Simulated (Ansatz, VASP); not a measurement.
## BaTiO3: VASP beside Ansatz

```
CELL_PARAMETERS angstrom
3.99410 0.00000 0.00000
0.00000 3.99410 0.00000
0.00000 0.00000 3.99410
ATOMIC_POSITIONS crystal
Ba 0.00000 0.00000 0.00000
Ti 0.50000 0.50000 0.50000
O 0.50000 0.50000 0.00000
O 0.50000 0.00000 0.50000
O 0.00000 0.50000 0.50000
```

Alike in both runs: task single point; functional r2SCAN; k mesh 6 × 6 × 6; non-collinear spin, spin-orbit coupling.

|  | VASP | Ansatz |
| --- | --- | --- |
| version | VASP 6.6.1 | Ansatz 0.2.0 |
| potentials or method | VASP PAW PBE potentials, release 64 (Ba_sv, Ti_sv, O) | plane waves, PAW |
| plane-wave cutoff (eV) | 520 | 500 |
| occupations | gaussian, width 0.01 eV | fixed |
| valence electrons in the cell | 40 | 40 |

Ansatz gave:

| Property | Result |
| --- | --- |
| pressure (GPa) | 0.0 |

Task: Estimate VASP's values.

Result: Pressure (GPa): 2.0.

VASP's potentials were made for PBE, not for r2SCAN.
